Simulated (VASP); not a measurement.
# HfN (NiAs type) (P6_3/mmc) in VASP: a series of runs

HfN (NiAs type) is run at these levels: PBE; tasks: single point, relaxation of cell and atoms.

Everything below comes from runs of VASP 6.6.1. Logs are shortened: lines on timing, memory, paths and dates and some standing lists are left out, and cuts for length are marked.

## (1) The cell of the first run

The structure is hexagonal, space group P6_3/mmc (No. 194). Conventional cell: a = 2.571 Å, b = 2.571 Å, c = 5.132 Å, α = 90.00°, β = 90.00°, γ = 120.00°. Within 2.6 Å of Hf (site symmetry -3m) lie 6 N at 1.96 Å and 8 Hf at 2.57 Å. Within 2.6 Å of N (site symmetry -6m2) lie 6 Hf at 1.96 Å and 6 N at 2.57 Å.

## (2) Single point, PBE

Contents of INCAR:

```
SYSTEM = HfN
PREC = Accurate ; ENCUT = 520
EDIFF = 1E-6 ; ISMEAR = -1
SIGMA = 0.05 ; LREAL = .False.
LASPH = .True. ; NELM = 100
ALGO = Normal ; ISIF = 2
LWAVE = .False. ; LCHARG = .True.
GGA = PE ; LELF = .True.
LVHAR = .True. ; NBANDS = 23
```

Contents of KPOINTS:

```
Automatic mesh
0
Gamma
  11 11 6
  0 0 0
```

Contents of POSCAR:

```
HfN
1.0
    2.5713657272      0.0000000000      0.0000000000
   -1.2856828636      2.2268680422      0.0000000000
    0.0000000000      0.0000000000      5.1321803980
Hf N
2 2
Direct
    0.0000000000      0.0000000000      0.0000000000
    0.0000000000      0.0000000000      0.5000000000
    0.3333333333      0.6666666667      0.2500000000
    0.6666666667      0.3333333333      0.7500000000
```

Potentials or basis: VASP PAW PBE potentials, release 64 (Hf_pv, N).

Launch:

```console
$ cat potpaw_PBE.64/Hf_pv/POTCAR potpaw_PBE.64/N/POTCAR > POTCAR
$ mpirun -np 1 vasp_std > vasp.out
```

OUTCAR:

```text
SYSTEM = HfN
   PREC = Accurate
   ENCUT = 520
   EDIFF = 1E-6
   ISMEAR = -1
   LREAL = .False.
   LASPH = .True.
   NELM = 100
   ISIF = 2
   GGA = PE

 ion  position               nearest neighbor table
   1  0.000  0.000  0.000-   3 1.96   4 1.96   4 1.96   3 1.96   4 1.96   3 1.96   2 2.57   2 2.57
                             2 3.63   2 3.63   2 3.63   2 3.63   2 3.63   2 3.63   2 3.63   2 3.63
   2  0.000  0.000  0.500-   3 1.96   4 1.96   4 1.96   3 1.96   4 1.96   3 1.96   1 2.57   1 2.57
                             1 3.63   1 3.63   1 3.63   1 3.63   1 3.63   1 3.63   1 3.63   1 3.63
   3  0.333  0.667  0.250-   1 1.96   2 1.96   1 1.96   2 1.96   1 1.96   2 1.96
   4  0.667  0.333  0.750-   1 1.96   2 1.96   1 1.96   2 1.96   1 1.96   2 1.96

  LATTYP: Found a hexagonal cell.
 ALAT       =     2.5713657272
 C/A-ratio  =     1.9958967111

  Lattice vectors:

 A1 = (   2.5713657272,   0.0000000000,   0.0000000000)
 A2 = (  -1.2856828636,   2.2268680422,   0.0000000000)
 A3 = (   0.0000000000,   0.0000000000,   5.1321803980)

Analysis of symmetry for initial positions (statically):
=====================================================================
 Subroutine PRICEL returns:
 Original cell was already a primitive cell.

 Routine SETGRP: Setting up the symmetry group for a
 hexagonal supercell.

 Subroutine GETGRP returns: Found 24 space group operations
 (whereof 12 operations were pure point group operations)
 out of a pool of 24 trial point group operations.

The static configuration has the point symmetry D_3d.
 The point group associated with its full space group is D_6h.

Analysis of symmetry for dynamics (positions and initial velocities):
=====================================================================
 Subroutine PRICEL returns:
 Original cell was already a primitive cell.

 Routine SETGRP: Setting up the symmetry group for a
 hexagonal supercell.

 Subroutine GETGRP returns: Found 24 space group operations
 (whereof 12 operations were pure point group operations)
 out of a pool of 24 trial point group operations.

The dynamic configuration has the point symmetry D_3d.
 The point group associated with its full space group is D_6h.

 Subroutine INISYM returns: Found 24 space group operations
 (whereof 12 operations are pure point group operations),
 and found     1 'primitive' translations

----------------------------------------------------------------------------------------

                                     Primitive cell

  volume of cell :      29.3873

  direct lattice vectors                    reciprocal lattice vectors
     2.571365727  0.000000000  0.000000000     0.388898393  0.224530592  0.000000000
    -1.285682864  2.226868042  0.000000000     0.000000000  0.449061184  0.000000000
     0.000000000  0.000000000  5.132180398     0.000000000  0.000000000  0.194848957

  length of vectors
     2.571365727  2.571365727  5.132180398     0.449061184  0.449061184  0.194848957

  position of ions in fractional coordinates (direct lattice)
     0.000000000  0.000000000  0.000000000
     0.000000000  0.000000000  0.500000000
     0.333333333  0.666666667  0.250000000
     0.666666667  0.333333333  0.750000000

  ion indices of the primitive-cell ions
   primitive index   ion index
                 1           1
                 2           2
                 3           3
                 4           4

----------------------------------------------------------------------------------------

 KPOINTS: Automatic mesh

Automatic generation of k-mesh.
 Grid dimensions read from file:
 generate k-points for:   11   11    6

 Generating k-lattice:

  Cartesian coordinates                     Fractional coordinates (reciprocal lattice)
     0.035354399  0.020411872  0.000000000     0.090909091  0.000000000  0.000000000
     0.000000000  0.040823744  0.000000000     0.000000000  0.090909091  0.000000000
     0.000000000  0.000000000  0.032474826     0.000000000  0.000000000  0.166666667

  Length of vectors
     0.040823744  0.040823744  0.032474826

  Shift w.r.t. Gamma in fractional coordinates (k-lattice)
     0.000000000  0.000000000  0.000000000

 Subroutine IBZKPT returns following result:
 ===========================================

 Found     64 irreducible k-points:

 Following reciprocal coordinates:
            Coordinates               Weight
  0.000000  0.000000  0.000000      1.000000
  0.090909  0.000000  0.000000      6.000000
  0.181818  0.000000  0.000000      6.000000
  0.272727  0.000000  0.000000      6.000000
  0.363636  0.000000  0.000000      6.000000
  0.454545 -0.000000  0.000000      6.000000
[... 16 lines left out ...]
  0.090909  0.090909  0.166667     12.000000
  0.181818  0.090909  0.166667     24.000000
 [... further k-points ...]
   k-points           NKPTS =     64   k-points in BZ     NKDIM =     64   number of bands    NBANDS=     23
   number of dos      NEDOS =    301   number of ions     NIONS =      4
   total plane-waves  NPLWV =  16000
   dimension x,y,z NGX =    20 NGY =   20 NGZ =   40
   dimension x,y,z NGXF=    40 NGYF=   40 NGZF=   80
   ions per type =               2   2
   NGX,Y,Z   is equivalent  to a cutoff of  12.93, 12.93, 12.96 a.u.
   NGXF,Y,Z  is equivalent  to a cutoff of  25.86, 25.86, 25.91 a.u.
 SYSTEM =  HfN
   PREC   = accura    normal or accurate (medium, high low for compatibility)
   ISTART =      0    job   : 0-new  1-cont  2-samecut
   ICHARG =      2    charge: 1-file 2-atom 10-const
   ISPIN  =      1    spin polarized calculation?
   LNONCOLLINEAR =      F non collinear calculations
   LSORBIT =      F    spin-orbit coupling
   LASPH  =      T    aspherical Exc in radial PAW
   ENCUT  =  520.0 eV  38.22 Ry    6.18 a.u.   4.78  4.78  9.54*2*pi/ulx,y,z
   NELM   =    100;   NELMIN=  2; NELMDL= -5     # of ELM steps
   EDIFF  = 0.1E-05   stopping-criterion for ELM
   LREAL  =      F    real-space projection
   EDIFFG = 0.1E-04   stopping-criterion for IOM
   NSW    =      0    number of steps for IOM
   IBRION =     -1    ionic relax: 0-MD 1-quasi-New 2-CG
   NFREE  =      0    steps in history (QN), initial steepest desc. (CG)
   ISIF   =      2    stress and relaxation
   ISYM   =      2    0-nonsym 1-usesym 2-fastsym
   POTIM  = 0.5000    time-step for ionic-motion
   TEBEG  =    0.0;   TEEND  =   0.0 temperature during run
   PSTRESS=    0.0 pullay stress
   NELECT =      30.0000    total number of electrons
   NUPDOWN=      -1.0000    fix difference up-down
   EMIN   =  10.00;   EMAX   =-10.00  energy-range for DOS
   EFERMI =   0.00;   METHOD = LEGACY
   ISMEAR =    -1;   SIGMA  =   0.05  broadening in eV -4-tet -1-fermi 0-gaus
   EFERMI_NEDOS =   21; number of points for ismear=-14 and -15
   IALGO  =     38    algorithm
   IMIX   =      4    mixing-type and parameters
     AMIX     =   0.40;   BMIX     =  1.00
     AMIX_MAG =   1.60;   BMIX_MAG =  1.00
  volume/ion in A,a.u.               =       7.35        49.58
  Fermi-wavevector in a.u.,A,eV,Ry     =   1.648397  3.115019 36.969926  2.717213
  Thomas-Fermi vector in A             =   2.737693
   LORBIT       =      0    0 simple, 1 ext, 2 COOP (PROOUT), +10 PAW based schemes
   GGA     = PE    functional components
   LHFCALC =     F    Hartree Fock is set to
   AEXX    =    0.0000 exact exchange contribution
   IVDW    =     0    specifies the selected vdW correction
   LEPSILON=     F    determine dielectric tensor
   LRPA    =     F    only Hartree local field effects (RPA)
 non-spin polarized calculation
  energy-cutoff  :      520.00
  volume of cell :       29.39
 maximum number of plane-waves:       808
 NGX is ok and might be reduce to    20
   NGX =  9   NGY =  9   NGZ = 19

 number of electron      30.0000005 magnetization

 Free energy of the ion-electron system (eV)
  ---------------------------------------------------
  ext. energy  EPLUGINS =         0.00000000
  ---------------------------------------------------
  free energy    TOTEN  =       -28.66645485 eV

  energy without entropy =      -28.65217872  energy(sigma->0) =      -28.65931678

 E-fermi :  11.9529     XC(G=0): -15.2490

 val. band max:       11.9492812656   @ k =   0.3636   0.1818   0.1667
 cond. band min:      11.9803946290   @ k =   0.4545   0.0909   0.3333
 fundamental gap:      0.0311133634
 Fermi energy:        11.9529160834

 k-point     1 :       0.0000    0.0000    0.0000
  band No.  band energies     occupation
      1     -20.9352      2.00000
      2     -17.0206      2.00000
      3     -16.3471      2.00000
      4     -16.3471      2.00000
      5     -15.9804      2.00000
      6     -15.9804      2.00000
[... 15 lines left out ...]
     22      21.6656      0.00000
     23      21.6656      0.00000

 k-point     2 :       0.0909    0.0000    0.0000
  band No.  band energies     occupation
      1     -20.8262      2.00000
      2     -16.9573      2.00000
      3     -16.8689      2.00000
      4     -16.4386      2.00000
      5     -16.3975      2.00000
      6     -16.0587      2.00000
[... 15 lines left out ...]
     22      21.5539      0.00000
     23      22.0437      0.00000

 k-point     3 :       0.1818    0.0000    0.0000
  band No.  band energies     occupation
      1     -20.5207      2.00000
      2     -18.0721      2.00000
      3     -17.4195      2.00000
      4     -16.7805      2.00000
      5     -16.6762      2.00000
      6     -16.2633      2.00000
[... 15 lines left out ...]
     22      22.2620      0.00000
     23      22.3784      0.00000

 k-point     4 :       0.2727    0.0000    0.0000
  band No.  band energies     occupation
      1     -20.0957      2.00000
      2     -19.3713      2.00000
      3     -18.5933      2.00000
      4     -16.9717      2.00000
      5     -16.5421      2.00000
      6     -16.5200      2.00000
[... 15 lines left out ...]
     22      22.0437      0.00000
     23      23.9771      0.00000

 k-point     5 :       0.3636    0.0000    0.0000
  band No.  band energies     occupation
      1     -20.4502      2.00000
      2     -19.6112      2.00000
      3     -19.5574      2.00000
      4     -17.2294      2.00000
      5     -16.7457      2.00000
      6     -16.3118      2.00000
[... 15 lines left out ...]
     22      22.4044      0.00000
     23      25.2819      0.00000

 k-point     6 :       0.4545   -0.0000    0.0000
  band No.  band energies     occupation
      1     -21.0093      2.00000
      2     -20.0904      2.00000
      3     -19.3270      2.00000
      4     -17.3769      2.00000
      5     -16.8757      2.00000
      6     -16.1695      2.00000
[... 15 lines left out ...]
     22      24.1789      0.00000
     23      24.8945      0.00000

 k-point     7 :       0.0909    0.0909    0.0000
  band No.  band energies     occupation
      1     -20.6186      2.00000
      2     -17.6903      2.00000
      3     -17.0852      2.00000
      4     -16.8394      2.00000
      5     -16.6389      2.00000
      6     -16.2287      2.00000
[... 353 lines left out ...]
     22      22.3953      0.00000
     23      24.0029      0.00000

 k-point    21 :       0.3636    0.0000    0.1667
  band No.  band energies     occupation
      1     -20.3966      2.00000
      2     -19.6638      2.00000
      3     -19.3907      2.00000
      4     -17.1986      2.00000
      5     -16.7799      2.00000
      6     -16.5875      2.00000
[... 15 lines left out ...]
     22      23.2091      0.00000
     23      24.4283      0.00000

 k-point    22 :       0.4545   -0.0000    0.1667
  band No.  band energies     occupation
      1     -20.9541      2.00000
      2     -20.1605      2.00000
      3     -19.1507      2.00000
      4     -17.3451      2.00000
      5     -16.9112      2.00000
      6     -16.4317      2.00000
[... 15 lines left out ...]
     22      24.1960      0.00000
     23      24.6130      0.00000

 k-point    23 :       0.0909    0.0909    0.1667
  band No.  band energies     occupation
      1     -20.4255      2.00000
      2     -17.7017      2.00000
      3     -17.1278      2.00000
      4     -17.1215      2.00000
      5     -16.6126      2.00000
      6     -16.2577      2.00000
[... 15 lines left out ...]
     22      21.0831      0.00000
     23      23.1539      0.00000

 k-point    24 :       0.1818    0.0909    0.1667
  band No.  band energies     occupation
      1     -20.0648      2.00000
      2     -18.8216      2.00000
      3     -18.1532      2.00000
      4     -16.9617      2.00000
      5     -16.9332      2.00000
      6     -16.5569      2.00000
[... 15 lines left out ...]
     22      22.0656      0.00000
     23      23.6445      0.00000

 [... further k-points ...]
[... 5 lines left out ...]
  --------------------------------------------------------------------------------------
  -------------------------------------------------------------------------------------
  Total       62.6478390     62.6478390     61.7117901      0.0000000      0.0000000      0.0000000
  in kB     3415.5168333   3415.5168334   3364.4840949      0.0000000      0.0000000      0.0000000
  external PRESSURE =    3398.5059205 kB  Pullay stress =       0.0000000 kB

 VOLUME and BASIS-vectors are now :
 -----------------------------------------------------------------------------
  energy-cutoff  :      520.00
  volume of cell :       29.39
      direct lattice vectors                 reciprocal lattice vectors
     2.571365727  0.000000000  0.000000000     0.388898393  0.224530592  0.000000000
    -1.285682864  2.226868042  0.000000000     0.000000000  0.449061184  0.000000000
     0.000000000  0.000000000  5.132180398     0.000000000  0.000000000  0.194848957

 POSITION                                       TOTAL-FORCE (eV/Angst)
 -----------------------------------------------------------------------------------
      0.00000      0.00000      0.00000         0.000000      0.000000      0.000000
      0.00000      0.00000      2.56609         0.000000      0.000000      0.000000
     -0.00000      1.48458      1.28305         0.000000     -0.000000     -0.000000
      1.28568      0.74229      3.84914        -0.000000      0.000000      0.000000
 -----------------------------------------------------------------------------------
    total drift:                                0.000000     -0.000000      0.000000

  FREE ENERGIE OF THE ION-ELECTRON SYSTEM (eV)
  ---------------------------------------------------
  free  energy   TOTEN  =       -28.6664548462 eV

  energy  without entropy=      -28.6521787170  energy(sigma->0) =      -28.65931678
```

It took 29 s on 1 thread of Intel Xeon 6975P-C, shared host; peak memory 0.17 GiB.

Results:

* Free energy: -28.6665 eV
* Pressure: 339.9 GPa
* Band gap on the k mesh: zero (band 15 reaches 13.73 eV, above the bottom of band 16 at 10.85 eV)

Stress tensor (GPa, compression positive):
```
341.55   0.00   0.00
  0.00 341.55   0.00
  0.00   0.00 336.45
```

Caveat: spin-orbit coupling is left out, which moves the levels of the heavy elements.

(Continued in part 2 of 2.)
